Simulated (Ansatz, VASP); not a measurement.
# Two plane-wave programs on Cd3InO

```xyz
5
Lattice="4.7235 0.0000 0.0000 0.0000 4.7235 0.0000 0.0000 0.0000 4.7235" Properties=species:S:1:pos:R:3 pbc="T T T"
Cd    2.3618    0.0000    2.3618
Cd    2.3618    2.3618    0.0000
Cd    0.0000    2.3618    2.3618
In    0.0000    0.0000    0.0000
O     2.3618    2.3618    2.3618
```

Change from the starting cell: species swapped into the Pr3InO type (Pm-3m, No. 221).

Alike in both runs: functional PBE; k mesh 8 × 8 × 8; occupations gaussian, width 0.1 eV; no spin polarisation.

Ansatz relaxed the structure, and its values are those at the end. VASP's run is a single point on that final structure, the one shown.

```csv
,VASP,Ansatz
version,VASP 6.6.1,Ansatz 0.2.0
potentials or method,"VASP PAW PBE potentials, release 64 (Cd, In_d, O), cutoff 520 eV","scalar-relativistic, plane waves, PAW"
valence electrons in the cell,55,79
```

```tsv
	VASP	Ansatz	Ansatz less VASP
gap on the k mesh at the Fermi level (eV)	none	none	-
pressure (GPa)	0.4	0.0	-0.41
```

A gap of «none» marks a metal or a gap that the smearing closes. The functional is the same, so the differences come from potentials, cutoffs and numerics. VASP's potentials hold 55 valence electrons a cell and Ansatz's 79, so a difference there can come from the potentials and not from the codes.
